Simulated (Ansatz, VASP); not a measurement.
## SnO2: VASP beside Ansatz

```
Sn O
1.0
     5.21392    0.00000    0.00000
     0.00000    5.21392    0.00000
     0.00000    0.00000    2.97895
Sn O
2 4
Direct
  0.00000 0.00000 0.00000
  0.50000 0.50000 0.50000
  0.30661 0.30661 0.00000
  0.19339 0.80661 0.50000
  0.69339 0.69339 0.00000
  0.80661 0.19339 0.50000
```

Change from the starting cell: strain +0.080 along x and y, -0.080 along z, atoms carried along.

Alike in both runs: task single point; functional PBE; k mesh 6 × 6 × 8; occupations gaussian, width 0.05 eV; no spin polarisation.

```csv
,VASP,Ansatz
version,VASP 6.6.1,Ansatz 0.2.0
potentials or method,"VASP PAW PBE potentials, release 64 (Sn_d, O), cutoff 520 eV","scalar-relativistic, plane waves, PAW"
valence electrons in the cell,52,52
```

|  | VASP | Ansatz | Ansatz less VASP |
| --- | --- | --- | --- |
| gap on the k mesh at the Fermi level (eV) | 0.68 | 0.70 | +0.017 |
| least direct gap on the mesh (eV) | 0.68 | 0.70 | +0.017 |
| pressure (GPa) | -2.5 | -2.9 | -0.48 |
| traceless stress, the component that is largest in VASP (GPa) | 19.48 | 19.14 | -0.347 |
| rms of the force components (eV/Å) | 0.155 | 0.184 | +0.0292 |

Atom by atom the forces differ by 0.029 eV/Å (rms over components).
